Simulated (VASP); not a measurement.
Input of a VASP 6.6.1 run:

The input INCAR:

```
  ALGO = Normal
  EDIFF = 1E-7
  ENCUT = 520
  GGA = CA
  ISIF = 2
  ISMEAR = -1
  ISPIN = 2
  LASPH = True
  LCHARG = False
  LMAXMIX = 4
  LORBIT = 11
  LREAL = False
  LWAVE = False
  MAGMOM = 0.355
  NBANDS = 15
  NELM = 150
  PREC = Accurate
  SIGMA = 0.05
```

File KPOINTS:

```
k-points
0
Gamma
  18 18 18
```

The input POSCAR:

```
Ni
1.0
   -1.4137685611      1.4137685611      1.4137685611
    1.4137685611     -1.4137685611      1.4137685611
    1.4137685611      1.4137685611     -1.4137685611
Ni
1
Direct
    0.0000000000      0.0000000000      0.0000000000
```

Potentials or basis: VASP PAW LDA potentials, release 64 (Ni).

Command:

```console
$ cat potpaw_LDA.64/Ni/POTCAR > POTCAR
$ mpirun -np 1 vasp_std > vasp.out
```

Problem. Estimate the net moment.

Solution. 0.54 μB per cell.

Problem. Predict the site moments.

Solution. Ni +0.54 μB.
